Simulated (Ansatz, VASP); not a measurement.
## CdS: VASP beside Ansatz

```
Cd S
1.0
     3.38691    0.00000    0.00000
     0.00000    3.38691    0.00000
     0.00000    0.00000    3.38691
Cd S
1 1
Direct
  0.00000 0.00000 0.00000
  0.50000 0.50000 0.50000
```

Alike in both runs: task single point; functional PBE-based screened hybrid with a share of 0.2 of exact exchange and HFSCREEN = 0.3; k mesh 4 × 4 × 4; occupations fermi-dirac, width 0.02 eV; no spin polarisation.

|  | VASP | Ansatz |
| --- | --- | --- |
| version | VASP 6.6.1 | Ansatz 0.2.0 |
| potentials or method | VASP PAW PBE potentials, release 64 (Cd, S) | plane waves |
| plane-wave cutoff (eV) | 520 | 420 |
| valence electrons in the cell | 18 | 26 |

VASP gave:

```
pressure (GPa) : 1.4
```

**Question.** Estimate Ansatz's values.

**Answer.** Pressure (GPa): 1.1.

VASP's potentials were made for PBE, not for PBE-based screened hybrid. The functional is the same, so the differences come from potentials, cutoffs and numerics. VASP's potentials hold 18 valence electrons a cell and Ansatz's 26, so a difference there can come from the potentials and not from the codes. Ansatz's warnings: filled band counts differ across k points, stress exchange threshold loose, stress scf threshold loose.

The k mesh is coarse, so the values compare programs but aren't converged.
